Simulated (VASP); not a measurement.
**Hf: single point with PBEsol+D3(BJ)**

Hf:

```
Hf
1.0
     4.86702    0.00000    0.00000
    -2.43351    4.21497    0.00000
     0.00000    0.00000    3.03671
Hf
3
Direct
  0.00000 0.00000 0.00000
  0.33333 0.66667 0.50000
  0.66667 0.33333 0.50000
```

- Program: VASP 6.6.1
- Task: single point
- Functional: PBEsol
- Dispersion: D3(BJ)
- Potentials or basis: VASP PAW PBE potentials, release 64 (Hf_pv)
- Cutoff: 520 eV
- k mesh: 6 × 6 × 9
- Occupations: fermi-dirac, width 0.05 eV
- Spin: no spin polarisation

```json
{
 "Pressure": "-1.0 GPa",
 "Band gap on the k mesh": "zero (band 15 reaches 5.39 eV, above the bottom of band 16 at 4.51 eV)",
 "Dispersion energy per atom": "-0.553 eV"
}
```

Stress tensor (GPa, compression positive):
```
-1.09  0.00  0.00
 0.00 -1.09  0.00
 0.00  0.00 -0.87
```

Levels at points of the mesh, in eV from the Fermi level:
| k point | band 12 | band 13 | band 14 | band 15 | band 16 | band 17 | band 18 | band 19 |
| --- | --- | --- | --- | --- | --- | --- | --- | --- |
| (0.00, 0.00, 0.00) | -0.61 | -0.61 | -0.61 | -0.57 | -0.57 | 1.17 | 2.23 | 2.23 |
| (0.50, 0.00, 0.00) | -3.73 | -0.55 | -0.49 | -0.40 | 0.15 | 0.92 | 1.36 | 1.57 |

Wall time 30 s on 1 thread of Intel(R) Xeon(R) Platinum 8259CL CPU @ 2.50GHz (Skylake/Cascade Lake), with other jobs on the host, peak memory 0.2 GiB.

Caveat: three body term missing; the PAW data sets were made with another functional, which shifts forces and pressure a little; spin-orbit coupling is left out, which moves the levels of the heavy elements; pairwise dispersion overbinds metals, which lowers pressure and volume.
